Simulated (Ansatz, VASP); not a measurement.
Al2Pt in VASP and in Ansatz

INCAR

```
  PREC = Accurate
  ENCUT = 520
  EDIFF = 1E-6
  ISMEAR = -1
  SIGMA = 0.05
  LREAL = F
  LASPH = T
  NELM = 150
  ALGO = Normal
  ISIF = 2
  LWAVE = F
  LCHARG = F
  MAGMOM = 0 0 0 0 0 0 0 0 0
  LORBIT = 11
  LSORBIT = T
  GGA_COMPAT = F
  LORBMOM = T
  LMAXMIX = 4
  GGA = PE
  NBANDS = 29
```

KPOINTS

```
Automatic mesh
0
Gamma
  11 11 11
```

POSCAR

```
Al2Pt
1.0
    0.0000000000      2.9735292329      2.9735292329
    2.9735292329      0.0000000000      2.9735292329
    2.9735292329      2.9735292329      0.0000000000
Al Pt
2 1
Direct
    0.2500000000      0.2500000000      0.2500000000
    0.7500000000      0.7500000000      0.7500000000
    0.0000000000      0.0000000000      0.0000000000
```

Input for Ansatz:

```yaml
crystal:
  lattice:
    - [0.0, 2.9735292329, 2.9735292329]
    - [2.9735292329, 0.0, 2.9735292329]
    - [2.9735292329, 2.9735292329, 0.0]
  atoms:
    - { symbol: Al, position: [0.25, 0.25, 0.25] }
    - { symbol: Al, position: [0.75, 0.75, 0.75] }
    - { symbol: Pt, position: [0.0, 0.0, 0.0] }
kpoints:
  mp_grid: { grid: [11, 11, 11] }
  band_path:
    path:
      - [0.0, 0.0, 0.0]
      - [0.5, 0.0, 0.5]
      - [0.625, 0.25, 0.625]
      - [0.375, 0.375, 0.75]
      - [0.0, 0.0, 0.0]
      - [0.5, 0.5, 0.5]
      - [0.5, 0.25, 0.75]
      - [0.5, 0.0, 0.5]
    npoints: 8
scf:
  occupations: { method: fermi_dirac, width: 0.05 }
hamiltonian:
  xc: pbe
  pseudopotentials: { kind: all_electron, lapw: { basis_error: 0.0005 } }
output:
  forces: true
  stress: true
  eigenvalues: true
magnetization:
  noncollinear: true
  spin_orbit: true
```

Alike in both runs: task single point; functional PBE; k mesh 11 × 11 × 11; occupations fermi-dirac, width 0.05 eV; non-collinear spin, spin-orbit coupling.

```csv
,VASP,Ansatz
version,VASP 6.6.1,Ansatz 0.2.0
potentials or method,"VASP PAW PBE potentials, release 64 (Al, Pt), cutoff 520 eV",all-electron LAPW
```

|  | VASP | Ansatz | Ansatz less VASP |
| --- | --- | --- | --- |
| pressure (GPa) | -0.5 | -0.5 | -0.01 |
| net moment per atom (μB) | 0.00 | 0.00 | 0.000 |

Ansatz ran all-electron here, and VASP with PAW potentials.
